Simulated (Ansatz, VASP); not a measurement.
**Mg: VASP beside Ansatz**

INCAR

```
SYSTEM = Mg
PREC     = Accurate       ! precision mode
ENCUT    = 520            ! plane-wave cutoff, eV
EDIFF    = 1E-6           ! SCF threshold, eV
ISMEAR   = -1             ! smearing method
SIGMA    = 0.1            ! smearing width, eV
LREAL    = .False.        ! projectors in reciprocal space
LASPH    = .True.         ! aspherical terms in the spheres
NELM     = 80             ! most SCF steps
ALGO     = Normal         ! electronic algorithm
ISIF     = 2              ! what is computed and relaxed
LWAVE    = .False.        ! write WAVECAR
LCHARG   = .False.        ! write CHGCAR
GGA      = PS             ! functional
NBANDS   = 9              ! bands
```

File KPOINTS:

```
Automatic mesh
0
Gamma
  18 18 10
  0 0 0
```

POSCAR

```
Mg
1.0
    2.8917465766      0.0000000000      0.0000000000
   -1.4458732883      2.5043259966      0.0000000000
    0.0000000000      0.0000000000      4.6753946079
Mg
2
Direct
    0.3333333333      0.6666666667      0.2500000000
    0.6666666667      0.3333333333      0.7500000000
```

Input for Ansatz:

```yaml
crystal:
  lattice:
    - [2.8917465766, 0.0, 0.0]
    - [-1.4458732883, 2.5043259966, 0.0]
    - [0.0, 0.0, 4.6753946079]
  atoms:
    - { symbol: Mg, position: [0.3333333333, 0.6666666667, 0.25] }
    - { symbol: Mg, position: [0.6666666667, 0.3333333333, 0.75] }
basis:
  ecutwfc: 420
kpoints:
  mp_grid: { grid: [18, 18, 10] }
  band_path:
    path:
      - [[0.0, 0.0, 0.0], [0.5, 0.0, 0.0], [0.33333333, 0.33333333, 0.0], [0.0, 0.0, 0.0], [0.0, 0.0, 0.5], [0.5, 0.0, 0.5], [0.33333333, 0.33333333, 0.5], [0.0, 0.0, 0.5]]
      - [[0.5, 0.0, 0.5], [0.5, 0.0, 0.0]]
      - [[0.33333333, 0.33333333, 0.5], [0.33333333, 0.33333333, 0.0]]
    npoints: 12
hamiltonian:
  xc: pbesol
scf:
  occupations: { method: fermi_dirac, width: 0.1 }
  n_extra_bands: 6
output:
  forces: true
  stress: true
  eigenvalues: true
```

Alike in both runs: task single point; functional PBEsol; k mesh 18 × 18 × 10; occupations fermi-dirac, width 0.1 eV; no spin polarisation.

|  | VASP | Ansatz |
| --- | --- | --- |
| version | VASP 6.6.1 | Ansatz 0.2.0 |
| potentials or method | VASP PAW PBE potentials, release 64 (Mg), cutoff 520 eV | scalar-relativistic, plane waves, PAW |
| valence electrons in the cell | 4 | 20 |

Ansatz gave:

| Item | Value |
| --- | --- |
| gap on the k mesh at the Fermi level (eV) | none |
| pressure (GPa) | 18.6 |

Task: What did VASP give for the same quantities?

Result: gap on the k mesh at the Fermi level (eV): none; pressure (GPa): 18.9.

VASP's potentials were made for PBE, not for PBEsol. A gap of «none» marks a metal or a gap that the smearing closes. VASP's potentials hold 4 valence electrons a cell and Ansatz's 20, so a difference there can come from the potentials and not from the codes.
